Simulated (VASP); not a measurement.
Write the native input for VASP 6.6.1 that does the following.

| Quantity | Value |
| --- | --- |
| Task | single point |
| Functional | PBEsol |
| Potentials or basis | VASP PAW PBE potentials, release 64 (Pb_d) |
| Cutoff | 520 eV |
| k mesh | 14 × 14 × 14 |
| Occupations | gaussian, width 0.05 eV |
| Spin | no spin polarisation |
| Dipole correction | no |
| Further INCAR settings | ALGO = Normal; EDIFF = 1e-06; NBANDS = 13 |

The structure of Pb lies in POSCAR:

```
Pb
1.0
    0.0000000000      2.4669747749      2.4669747749
    2.4669747749      0.0000000000      2.4669747749
    2.4669747749      2.4669747749      0.0000000000
Pb
1
Direct
    0.0000000000      0.0000000000      0.0000000000
```

One way to write it, as run:

INCAR

```
  PREC = Accurate
  ENCUT = 520
  EDIFF = 1E-6
  ISMEAR = 0
  SIGMA = 0.05
  LREAL = F
  LASPH = T
  NELM = 60
  ALGO = Normal
  ISIF = 2
  LWAVE = F
  LCHARG = F
  GGA = PS
  NBANDS = 13
```

KPOINTS

```
regular mesh
0
Gamma
  14 14 14
```

Potentials or basis: VASP PAW PBE potentials, release 64 (Pb_d).

Launch:

```sh
$ cat potpaw_PBE.64/Pb_d/POTCAR > POTCAR
$ mpirun -np 1 vasp_std > vasp.out
```

Results of the run:

| Item | Value |
| --- | --- |
| Pressure | -0.1 GPa |
| Band gap on the k mesh | zero (band 7 reaches 14.70 eV, above the bottom of band 8 at 5.62 eV) |

Caveat: the PAW data sets were made with another functional, which shifts forces and pressure a little; spin-orbit coupling is left out, which moves the levels of the heavy elements.

Run time: 25 s on 1 thread of Intel(R) Xeon(R) Platinum 8488C (Sapphire Rapids) (shared host), peak memory 0.18 GiB.
